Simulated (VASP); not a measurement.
The system is P.

```
P
1.0
     1.71414    0.98966    3.10867
    -1.71414    0.98966    3.10867
     0.00000   -1.97932    3.10867
P
2
Direct
  0.77292 0.77292 0.77292
  0.22708 0.22708 0.22708
```

This cell differs from its parent crystal: volume scaled by 0.98.

Base run:

- Program: VASP 6.6.1
- Functional: PBEsol
- Potentials or basis: VASP PAW PBE potentials, release 64 (P)
- Cutoff: 520 eV
- k mesh: 9 × 9 × 9
- Occupations: fermi-dirac, width 0.05 eV
- Spin: no spin polarisation

Its results: band gap on the k mesh zero (band 5 reaches 9.78 eV, above the bottom of band 6 at 9.01 eV); pressure 0.0 GPa; largest force 0.360 eV/Å.

Q: The run is repeated on the same cell with these changes: functional from PBEsol to PBE. What comes out?

A: Band gap on the k mesh zero (band 5 reaches 9.86 eV, above the bottom of band 6 at 9.12 eV); pressure 3.3 GPa; largest force 0.313 eV/Å.

PBE binds less tightly than PBEsol, so the same cell stands under more pressure.

Caveats: the PAW data sets were made with another functional, which shifts forces and pressure a little (some runs).
